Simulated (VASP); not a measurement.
Input of a VASP 6.6.1 run:

Contents of INCAR:

```
SYSTEM = Ta2As5
PREC = Accurate
ENCUT = 520
EDIFF = 1E-7
ISMEAR = 0
SIGMA = 0.1
LREAL = .False.
LASPH = .True.
NELM = 100
ALGO = Normal
ISIF = 2
LWAVE = .False.
LCHARG = .True.
GGA = PE
LELF = .True.
LVHAR = .True.
NBANDS = 32
```

KPOINTS

```
Automatic mesh
0
Gamma
  6 6 6
  0 0 0
```

The input POSCAR:

```
Ta2As5
1.0
    2.3445892569      1.3536492386      6.5397099658
   -2.3445892569      1.3536492386      6.5397099658
    0.0000000000     -2.7072984773      6.5397099658
Ta As
2 5
Direct
    0.2780942309      0.2780942309      0.2780942309
    0.7219057691      0.7219057691      0.7219057691
    0.5864899903      0.5864899903      0.5864899903
    0.1293916964      0.1293916964      0.1293916964
    0.4135100097      0.4135100097      0.4135100097
    0.8706083036      0.8706083036      0.8706083036
    0.0000000000      0.0000000000      0.0000000000
```

Potentials or basis: VASP PAW PBE potentials, release 64 (Ta_pv, As).

The run is started by

```console
$ cat potpaw_PBE.64/Ta_pv/POTCAR potpaw_PBE.64/As/POTCAR > POTCAR
$ mpirun -np 1 vasp_std > vasp.out
```

Task: Predict the pressure.

Result: 0.3 GPa.

Task: Predict the largest force.

Result: 0.025 eV/Å.

Task: Estimate the band gap on the k mesh.

Result: Zero (an odd number of electrons rules out a gap without spin polarisation).

Forces on the atoms (eV/Å):
```
Ta   0.000  0.000 -0.008
Ta   0.000  0.000  0.008
As   0.000  0.000 -0.025
As   0.000  0.000  0.017
As   0.000  0.000  0.025
As   0.000  0.000 -0.017
As   0.000  0.000  0.000
```

Caveat: spin-orbit coupling is left out, which moves the levels of the heavy elements; an odd number of electrons without spin polarisation forces a metal; a magnetic or distorted state may lie lower.
